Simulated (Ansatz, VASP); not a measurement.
# TlBr in VASP and in Ansatz

File INCAR:

```
SYSTEM = TlBr
PREC     = Accurate       ! precision mode
ENCUT    = 500            ! plane-wave cutoff, eV
EDIFF    = 1E-6           ! SCF threshold, eV
ISMEAR   = -1             ! smearing method
SIGMA    = 0.02           ! smearing width, eV
LREAL    = .FALSE.        ! projectors in reciprocal space
LASPH    = .TRUE.         ! aspherical terms in the spheres
NELM     = 120            ! most SCF steps
ALGO     = Normal         ! electronic algorithm
ISIF     = 2              ! what is computed and relaxed
LWAVE    = .FALSE.        ! write WAVECAR
LCHARG   = .TRUE.         ! write CHGCAR
GGA      = PE             ! functional
LELF     = .TRUE.         ! ELF
LVHAR    = .TRUE.       
NBANDS   = 17             ! bands
GGA_COMPAT= .FALSE.
```

File KPOINTS:

```
regular mesh
0
G
  7 7 7
  0 0 0
```

File POSCAR:

```
TlBr
1.0
    4.0527484318      0.0000000000      0.0000000000
    0.0000000000      4.0527484318      0.0000000000
    0.0000000000      0.0000000000      4.0527484318
Tl Br
1 1
Direct
    0.0000000000      0.0000000000      0.0000000000
    0.5000000000      0.5000000000      0.5000000000
```

Input for Ansatz:

```yaml
crystal:
  lattice:
    - [4.0527484318, 0.0, 0.0]
    - [0.0, 4.0527484318, 0.0]
    - [0.0, 0.0, 4.0527484318]
  atoms:
    - { symbol: Tl, position: [0.0, 0.0, 0.0] }
    - { symbol: Br, position: [0.5, 0.5, 0.5] }
kpoints:
  mp_grid: { grid: [7, 7, 7] }
  band_path:
    path:
      - [0.0, 0.0, 0.0]
      - [0.0, 0.5, 0.0]
      - [0.5, 0.5, 0.0]
      - [0.0, 0.0, 0.0]
      - [0.5, 0.5, 0.5]
      - [0.0, 0.5, 0.0]
      - [0.5, 0.5, 0.5]
      - [0.5, 0.5, 0.0]
    npoints: 8
scf:
  occupations: { method: fermi_dirac, width: 0.02 }
hamiltonian:
  xc: pbe
  pseudopotentials:
    kind: all_electron
    lapw: { basis_error: 0.0005 }
    relativity: none
output:
  forces: true
  stress: true
  eigenvalues: true
  populations: true
```

Alike in both runs: task single point; functional PBE; k mesh 7 × 7 × 7; occupations fermi-dirac, width 0.02 eV; no spin polarisation.

|  | VASP | Ansatz |
| --- | --- | --- |
| version | VASP 6.6.1 | Ansatz 0.2.0 |
| potentials or method | VASP PAW PBE potentials, release 64 (Tl_d, Br), cutoff 500 eV | all-electron LAPW, non-relativistic |

```csv
,VASP,Ansatz,Ansatz less VASP
gap on the k mesh at the Fermi level (eV),2.37,1.41,-0.968
pressure (GPa),0.0,1.0,+1.05
```

One of these differences is far larger than is usual between the two programs; its cause wasn't traced. Ansatz ran all-electron here, and VASP with PAW potentials.

Neither program's run includes spin-orbit coupling.
